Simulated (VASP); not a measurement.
# InSe (C2/m) in VASP: single point with PBEsol

Aim: the single point of InSe with PBEsol.

Everything below comes from runs of VASP 6.6.1. Logs are shortened: lines on timing, memory, paths and dates and some standing lists are left out, and cuts for length are marked.

## (1) The cell of the first run

The structure is monoclinic, space group C2/m (No. 12). The conventional cell has a = 11.653 Å, b = 4.109 Å, c = 5.073 Å, α = 90.00°, β = 109.86°, γ = 90.00°. Within 3.5 Å of In (site symmetry m) lie 3 Se at 2.68 to 2.69 Å and 1 In at 2.80 Å. Se (site symmetry m) has 3 In at 2.68 to 2.69 Å within 3.5 Å.

## (2) Single point, PBEsol

INCAR reads:

```
PREC = Accurate
ENCUT = 500
EDIFF = 1E-6
ISMEAR = -1
SIGMA = 0.02
LREAL = F
LASPH = T
NELM = 120
ALGO = Normal
ISIF = 2
LWAVE = F
LCHARG = F
GGA = PS
NBANDS = 27
GGA_COMPAT = F
```

KPOINTS reads:

```
Automatic mesh
0
Gamma
  9 9 8
```

POSCAR reads:

```
InSe
1.0
    5.8263928781     -2.0546489550      0.0000000000
    5.8263928781      2.0546489550      0.0000000000
   -1.7232330140      0.0000000000      4.7713478577
In Se
2 2
Direct
    0.8882032500      0.8882032500      0.0468413600
    0.1117967500      0.1117967500      0.9531586400
    0.6609275900      0.6609275900      0.6689556200
    0.3390724100      0.3390724100      0.3310443800
```

Potentials or basis: VASP PAW PBE potentials, release 64 (In_d, Se).

Command:

```
cat potpaw_PBE.64/In_d/POTCAR potpaw_PBE.64/Se/POTCAR > POTCAR
mpirun -np 1 vasp_std > vasp.out
```

OUTCAR:

```text
PREC = Accurate
   ENCUT = 500
   EDIFF = 1E-6
   ISMEAR = -1
   LREAL = F
   LASPH = T
   NELM = 120
   ISIF = 2
   GGA = PS

 ion  position               nearest neighbor table
   1  0.888  0.888  0.047-   4 2.68   4 2.68   3 2.69   2 2.80   2 3.71   2 3.71
   2  0.112  0.112  0.953-   3 2.68   3 2.68   4 2.69   1 2.80   1 3.71   1 3.71
   3  0.661  0.661  0.669-   2 2.68   2 2.68   1 2.69
   4  0.339  0.339  0.331-   1 2.68   1 2.68   2 2.69

  LATTYP: Found a base centered monoclinic cell.
 ALAT       =    11.6527857562
 B/A-ratio  =     0.3526451096
 C/A-ratio  =     0.4353462338
 COS(beta)  =    -0.3396874117

  Lattice vectors:

 A1 = (   5.8263928781,  -2.0546489550,   0.0000000000)
 A2 = (   5.8263928781,   2.0546489550,   0.0000000000)
 A3 = (  -1.7232330140,   0.0000000000,   4.7713478577)

Analysis of symmetry for initial positions (statically):
=====================================================================
 Subroutine PRICEL returns:
 Original cell was already a primitive cell.

 Routine SETGRP: Setting up the symmetry group for a
 base centered monoclinic supercell.

 Subroutine GETGRP returns: Found  4 space group operations
 (whereof  4 operations were pure point group operations)
 out of a pool of  4 trial point group operations.

The static configuration has the point symmetry C_2h.

Analysis of symmetry for dynamics (positions and initial velocities):
=====================================================================
 Subroutine PRICEL returns:
 Original cell was already a primitive cell.

 Routine SETGRP: Setting up the symmetry group for a
 base centered monoclinic supercell.

 Subroutine GETGRP returns: Found  4 space group operations
 (whereof  4 operations were pure point group operations)
 out of a pool of  4 trial point group operations.

The dynamic configuration has the point symmetry C_2h.

 Subroutine INISYM returns: Found  4 space group operations
 (whereof  4 operations are pure point group operations),
 and found     1 'primitive' translations

----------------------------------------------------------------------------------------

                                     Primitive cell

  volume of cell :     114.2374

  direct lattice vectors                    reciprocal lattice vectors
     5.826392878 -2.054648955  0.000000000     0.085816389 -0.243350573  0.030993681
     5.826392878  2.054648955  0.000000000     0.085816389  0.243350573  0.030993681
    -1.723233014  0.000000000  4.771347858     0.000000000  0.000000000  0.209584384

  length of vectors
     6.178060885  6.178060885  5.072996393     0.259893367  0.259893367  0.209584384

  position of ions in fractional coordinates (direct lattice)
     0.888203250  0.888203250  0.046841360
     0.111796750  0.111796750  0.953158640
     0.660927590  0.660927590  0.668955620
     0.339072410  0.339072410  0.331044380

  ion indices of the primitive-cell ions
   primitive index   ion index
                 1           1
                 2           2
                 3           3
                 4           4

----------------------------------------------------------------------------------------

 KPOINTS: Automatic mesh

Automatic generation of k-mesh.
 Grid dimensions read from file:
 generate k-points for:    9    9    8

 Generating k-lattice:

  Cartesian coordinates                     Fractional coordinates (reciprocal lattice)
     0.009535154 -0.027038953  0.003443742     0.111111111  0.000000000  0.000000000
     0.009535154  0.027038953  0.003443742     0.000000000  0.111111111  0.000000000
     0.000000000  0.000000000  0.026198048     0.000000000  0.000000000  0.125000000

  Length of vectors
     0.028877041  0.028877041  0.026198048

  Shift w.r.t. Gamma in fractional coordinates (k-lattice)
     0.000000000  0.000000000  0.000000000

 Subroutine IBZKPT returns following result:
 ===========================================

 Found    185 irreducible k-points:

 Following reciprocal coordinates:
            Coordinates               Weight
  0.000000  0.000000  0.000000      1.000000
  0.111111  0.000000  0.000000      4.000000
  0.222222  0.000000  0.000000      4.000000
  0.333333  0.000000  0.000000      4.000000
  0.444444  0.000000  0.000000      4.000000
  0.111111  0.111111  0.000000      2.000000
[... 16 lines left out ...]
 -0.333333  0.333333  0.000000      2.000000
  0.444444  0.444444  0.000000      2.000000
 [... further k-points ...]
   k-points           NKPTS =    185   k-points in BZ     NKDIM =    185   number of bands    NBANDS=     27
   number of dos      NEDOS =    301   number of ions     NIONS =      4
   total plane-waves  NPLWV =  92160
   dimension x,y,z NGX =    48 NGY =   48 NGZ =   40
   dimension x,y,z NGXF=    96 NGYF=   96 NGZF=   80
   ions per type =               2   2
   NGX,Y,Z   is equivalent  to a cutoff of  12.92, 12.92, 13.11 a.u.
   NGXF,Y,Z  is equivalent  to a cutoff of  25.83, 25.83, 26.22 a.u.
 SYSTEM =  unknown system
   PREC   = accura    normal or accurate (medium, high low for compatibility)
   ISTART =      0    job   : 0-new  1-cont  2-samecut
   ICHARG =      2    charge: 1-file 2-atom 10-const
   ISPIN  =      1    spin polarized calculation?
   LNONCOLLINEAR =      F non collinear calculations
   LSORBIT =      F    spin-orbit coupling
   LASPH  =      T    aspherical Exc in radial PAW
   ENCUT  =  500.0 eV  36.75 Ry    6.06 a.u.  11.26 11.26  9.25*2*pi/ulx,y,z
   NELM   =    120;   NELMIN=  2; NELMDL= -5     # of ELM steps
   EDIFF  = 0.1E-05   stopping-criterion for ELM
   LREAL  =      F    real-space projection
   EDIFFG = 0.1E-04   stopping-criterion for IOM
   NSW    =      0    number of steps for IOM
   IBRION =     -1    ionic relax: 0-MD 1-quasi-New 2-CG
   NFREE  =      0    steps in history (QN), initial steepest desc. (CG)
   ISIF   =      2    stress and relaxation
   ISYM   =      2    0-nonsym 1-usesym 2-fastsym
   POTIM  = 0.5000    time-step for ionic-motion
   TEBEG  =    0.0;   TEEND  =   0.0 temperature during run
   PSTRESS=    0.0 pullay stress
   NELECT =      38.0000    total number of electrons
   NUPDOWN=      -1.0000    fix difference up-down
   EMIN   =  10.00;   EMAX   =-10.00  energy-range for DOS
   EFERMI =   0.00;   METHOD = LEGACY
   ISMEAR =    -1;   SIGMA  =   0.02  broadening in eV -4-tet -1-fermi 0-gaus
   EFERMI_NEDOS =   21; number of points for ismear=-14 and -15
   IALGO  =     38    algorithm
   IMIX   =      4    mixing-type and parameters
     AMIX     =   0.40;   BMIX     =  1.00
     AMIX_MAG =   1.60;   BMIX_MAG =  1.00
  volume/ion in A,a.u.               =      28.56       192.73
  Fermi-wavevector in a.u.,A,eV,Ry     =   1.134314  2.143542 17.506177  1.286668
  Thomas-Fermi vector in A             =   2.271018
   LORBIT       =      0    0 simple, 1 ext, 2 COOP (PROOUT), +10 PAW based schemes
   GGA     = PS    functional components
   LHFCALC =     F    Hartree Fock is set to
   AEXX    =    0.0000 exact exchange contribution
   IVDW    =     0    specifies the selected vdW correction
   LEPSILON=     F    determine dielectric tensor
   LRPA    =     F    only Hartree local field effects (RPA)
 non-spin polarized calculation
  energy-cutoff  :      500.00
  volume of cell :      114.24
 maximum number of plane-waves:      2928
 NGX is ok and might be reduce to    48
   NGX = 23   NGY = 23   NGZ = 19

 number of electron      38.0000006 magnetization

 Free energy of the ion-electron system (eV)
  ---------------------------------------------------
  ext. energy  EPLUGINS =         0.00000000
  ---------------------------------------------------
  free energy    TOTEN  =       -15.50276962 eV

  energy without entropy =      -15.50276962  energy(sigma->0) =      -15.50276962

 E-fermi :   4.2033     XC(G=0):  -9.2698

 val. band max:        3.7809271832   @ k =  -0.3333  -0.3333   0.2500
 cond. band min:       4.8615384993   @ k =   0.0000   0.0000   0.5000
 fundamental gap:      1.0806113160
 Fermi energy:         4.2032767619

 k-point     1 :       0.0000    0.0000    0.0000
  band No.  band energies     occupation
      1     -10.6381      2.00000
      2     -10.5199      2.00000
      3     -10.3325      2.00000
      4     -10.3032      2.00000
      5     -10.2639      2.00000
      6     -10.2611      2.00000
[... 19 lines left out ...]
     26      10.4992      0.00000
     27      11.9894      0.00000

 k-point     2 :       0.1111    0.0000    0.0000
  band No.  band energies     occupation
      1     -10.6352      2.00000
      2     -10.5183      2.00000
      3     -10.3807      2.00000
      4     -10.2912      2.00000
      5     -10.2764      2.00000
      6     -10.2515      2.00000
[... 19 lines left out ...]
     26      10.4755      0.00000
     27      12.4527      0.00000

 k-point     3 :       0.2222    0.0000    0.0000
  band No.  band energies     occupation
      1     -10.6300      2.00000
      2     -10.5163      2.00000
      3     -10.4573      2.00000
      4     -10.3010      2.00000
      5     -10.2740      2.00000
      6     -10.2404      2.00000
[... 19 lines left out ...]
     26      10.4712      0.00000
     27      11.8712      0.00000

 k-point     4 :       0.3333    0.0000    0.0000
  band No.  band energies     occupation
      1     -10.6330      2.00000
      2     -10.5337      2.00000
      3     -10.4889      2.00000
      4     -10.3281      2.00000
      5     -10.2614      2.00000
      6     -10.2558      2.00000
[... 19 lines left out ...]
     26      11.0509      0.00000
     27      11.6773      0.00000
[... 516 lines left out ...]
      4     -10.3574      2.00000
      5     -10.3260      2.00000
      6     -10.2391      2.00000
[... 19 lines left out ...]
     26      10.0678      0.00000
     27      10.2835      0.00000

 k-point    23 :      -0.3333    0.3333    0.0000
  band No.  band energies     occupation
      1     -10.6417      2.00000
      2     -10.4888      2.00000
      3     -10.4863      2.00000
      4     -10.3355      2.00000
      5     -10.3164      2.00000
      6     -10.2434      2.00000
[... 19 lines left out ...]
     26       9.8798      0.00000
     27      10.1699      0.00000

 k-point    24 :       0.4444    0.4444    0.0000
  band No.  band energies     occupation
      1     -10.6095      2.00000
      2     -10.4716      2.00000
      3     -10.3935      2.00000
      4     -10.3615      2.00000
      5     -10.2831      2.00000
      6     -10.2653      2.00000
[... 19 lines left out ...]
     26      10.4643      0.00000
     27      11.6784      0.00000

 [... further k-points ...]

------------------------ aborting loop because EDIFF is reached ----------------------------------------

  FORCE on cell =-STRESS in cart. coord.  units (eV):
  Direction    XX          YY          ZZ          XY          YZ          ZX
  --------------------------------------------------------------------------------------
  -------------------------------------------------------------------------------------
  Total       -0.9738976     -0.7337637     -0.5997422      0.0000000      0.0000000      0.0078498
  in kB      -13.6588905    -10.2910183     -8.4113689      0.0000000      0.0000000      0.1100937
  external PRESSURE =     -10.7870926 kB  Pullay stress =       0.0000000 kB

 VOLUME and BASIS-vectors are now :
 -----------------------------------------------------------------------------
  energy-cutoff  :      500.00
  volume of cell :      114.24
      direct lattice vectors                 reciprocal lattice vectors
     5.826392878 -2.054648955  0.000000000     0.085816389 -0.243350573  0.030993681
     5.826392878  2.054648955  0.000000000     0.085816389  0.243350573  0.030993681
    -1.723233014  0.000000000  4.771347858     0.000000000  0.000000000  0.209584384

 POSITION                                       TOTAL-FORCE (eV/Angst)
 -----------------------------------------------------------------------------------
     10.26932      0.00000      0.22350        -0.012524      0.000000     -0.012040
     -0.33977      0.00000      4.54785         0.012524      0.000000      0.012040
      6.54888      0.00000      3.19182         0.012998      0.000000     -0.082233
      3.38067      0.00000      1.57953        -0.012998      0.000000      0.082233
 -----------------------------------------------------------------------------------
    total drift:                               -0.000000     -0.000000      0.000000

  FREE ENERGIE OF THE ION-ELECTRON SYSTEM (eV)
  ---------------------------------------------------
  free  energy   TOTEN  =       -15.5027696208 eV

  energy  without entropy=      -15.5027696207  energy(sigma->0) =      -15.50276962
```

Wall time 10 min (1 thread of Intel Xeon Platinum 8259CL at 2.50GHz (Skylake/Cascade Lake), shared host); peak memory 0.62 GiB.

What came out:

- Free energy: -15.5028 eV
- Pressure: -1.1 GPa
- Largest force: 0.083 eV/Å
- Band gap on the k mesh: 1.08 eV, indirect (least direct gap 1.20 eV)

Forces in eV/Å, atoms in the order of the input:
```
In  -0.013  0.000 -0.012
In   0.013  0.000  0.012
Se   0.013  0.000 -0.082
Se  -0.013  0.000  0.082
```

Stress tensor (GPa, compression positive):
```
-1.37  0.00  0.01
 0.00 -1.03  0.00
 0.01  0.00 -0.84
```

Levels at points of the mesh, in eV from the valence-band top:
```csv
k point,band 17,band 18,band 19,band 20,band 21,band 22
"(0.00, 0.00, 0.00)",-1.95,-1.33,-1.11,2.68,2.97,3.59
"(0.00, 0.00, 0.50)",-1.43,-1.04,-0.36,1.08,2.06,3.53
```

Caveat: the PAW data sets were made with another functional, which shifts forces and pressure a little; spin-orbit coupling is left out, which moves the levels of the heavy elements. Expect the measured gap to be larger: semilocal functionals such as PBEsol lack the derivative discontinuity.
